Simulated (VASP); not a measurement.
Crystal: BaS.

```xyz
2
Lattice="0.0000 3.2118 3.3724 3.2118 0.0000 3.3724 3.2118 3.2118 0.0000" Properties=species:S:1:pos:R:3 pbc="T T T"
Ba    0.0000    0.0000    0.0000
S     3.2118    3.2118    3.3724
```

This cell differs from its parent crystal: uniaxial z strain +5.0%.

Base run:

| Item | Value |
| --- | --- |
| Program | VASP 6.6.1 |
| Functional | r2SCAN |
| Potentials or basis | VASP PAW PBE potentials, release 64 (Ba_sv, S) |
| Cutoff | 520 eV |
| k mesh | 8 × 8 × 8 |
| Occupations | gaussian, width 0.01 eV |
| Spin | no spin polarisation |

Its results: band gap on the k mesh 2.51 eV, indirect (least direct gap 2.68 eV); pressure -1.2 GPa.

**Question.** The run is repeated on the same cell with these changes: functional from r2SCAN to PBE; occupations from gaussian, width 0.01 eV to fermi-dirac, width 0.02 eV. What comes out?

**Answer.** Band gap on the k mesh 2.16 eV, indirect (least direct gap 2.33 eV); pressure -1.1 GPa.

Caveats: spin-orbit coupling is left out, which moves the levels of the heavy elements; the PAW data sets were made with another functional, which shifts forces and pressure a little (some runs).

A k mesh can miss the band edges.
